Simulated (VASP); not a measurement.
# Co: single point with LDA

The system is Co.

```xyz
2
Lattice="0.0000 2.3561 2.3561 2.3561 0.0000 2.3561 2.3561 2.3561 0.0000" Properties=species:S:1:pos:R:3 pbc="T T T"
Co   -0.5890   -0.5890   -0.5890
Co    0.5890    0.5890    0.5890
```

This cell differs from its parent crystal: volume scaled by 0.95.

```json
{
  "Program": "VASP 6.6.1",
  "Task": "single point",
  "Functional": "LDA",
  "Potentials or basis": "VASP PAW LDA potentials, release 64 (Co)",
  "Cutoff": "520 eV",
  "k mesh": "16 × 16 × 16",
  "Occupations": "fermi-dirac, width 0.1 eV",
  "Spin": "collinear spin, ferromagnetic start",
  "Starting moments": "[1.7, 1.7] μB"
}
```

```yaml
Pressure: 7.1 GPa
Band_gap_on_the_k_mesh: zero (filled and empty bands overlap)
Net_moment: 0.00 μB per cell
Valence_electrons_inside_the_program's_atomic_spheres: Co 8.56
```

Levels at points of the mesh, in eV from the Fermi level:
Spin up:
```csv
k point,band 5,band 6,band 7,band 8,band 9,band 10,band 11,band 12,band 13,band 14
"(0.00, 0.00, 0.00)",-3.35,-3.35,-1.26,-1.26,-1.26,0.38,0.38,14.60,14.60,14.60
"(0.50, 0.00, 0.00)",-3.38,-3.38,-1.70,-0.67,-0.67,0.11,0.11,1.76,10.75,10.75
"(0.50, 0.50, 0.00)",-2.17,-2.17,-1.59,-1.59,0.31,0.31,2.13,2.13,5.25,5.25
```
Spin down:
```tsv
k point	band 7	band 8	band 9	band 10	band 11	band 12
(0.00, 0.00, 0.00)	-1.26	-1.26	-1.26	0.38	0.38	14.60
(0.50, 0.00, 0.00)	-1.70	-0.67	-0.67	0.11	0.11	1.76
(0.50, 0.50, 0.00)	-1.59	-1.59	0.31	0.31	2.13	2.13
```

It took 2.9 min on 1 thread of Intel(R) Xeon(R) Platinum 8375C CPU @ 2.90GHz (Ice Lake) (shared host), peak memory 0.22 GiB.

Caveat: the starting moments collapsed, and a magnetic state may lie lower.
